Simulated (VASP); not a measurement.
Write the native input for VASP 6.6.1 that does the following.

* Task: single point
* Functional: PBE
* Potentials or basis: VASP PAW PBE potentials, release 64 (Bi_d)
* Cutoff: 520 eV
* k mesh: 15 × 15 × 8
* Occupations: fermi-dirac, width 0.08 eV
* Spin: no spin polarisation
* Dipole correction: no
* Further INCAR settings: ALGO = Normal; EDIFF = 1e-06; NBANDS = 22

The structure of Bi lies in POSCAR:

```
Bi
1.0
    2.9884816881      0.0000000000      0.0000000000
   -1.4942408440      2.5881010606      0.0000000000
    0.0000000000      0.0000000000      4.8609190770
Bi
2
Direct
    0.3333333333      0.6666666667      0.2500000000
    0.6666666667      0.3333333333      0.7500000000
```

This isn't the form of Bi at room conditions, which is rhombohedral.

These files were run (other wordings do the same):

INCAR

```
PREC     = Accurate       # precision mode
ENCUT    = 520            # plane-wave cutoff, eV
EDIFF    = 1E-6           # SCF threshold, eV
ISMEAR   = -1             # smearing method
SIGMA    = 0.08           # smearing width, eV
LREAL    = F              # projectors in reciprocal space
LASPH    = T              # aspherical terms in the spheres
NELM     = 60             # most SCF steps
ALGO     = Normal         # electronic algorithm
ISIF     = 2              # what is computed and relaxed
LWAVE    = F              # write WAVECAR
LCHARG   = F              # write CHGCAR
GGA      = PE             # functional
NBANDS   = 22             # bands
```

KPOINTS

```
regular mesh
0
Gamma
  15 15 8
```

Potentials or basis: VASP PAW PBE potentials, release 64 (Bi_d).

Command:

```bash
$ cat potpaw_PBE.64/Bi_d/POTCAR > POTCAR
$ mpirun -np 1 vasp_std > vasp.out
```

It gave:

| Property | Result |
| --- | --- |
| Pressure | 91.9 GPa |
| Band gap on the k mesh | zero (bands 15 and 16 overlap by 12.09 eV) |

Caveat: the cell stands under pressure; spin-orbit coupling is left out, which moves the levels of the heavy elements.

Wall time 86 s on 1 thread of Intel Xeon 8259CL, with other jobs on the host, peak memory 0.22 GiB.
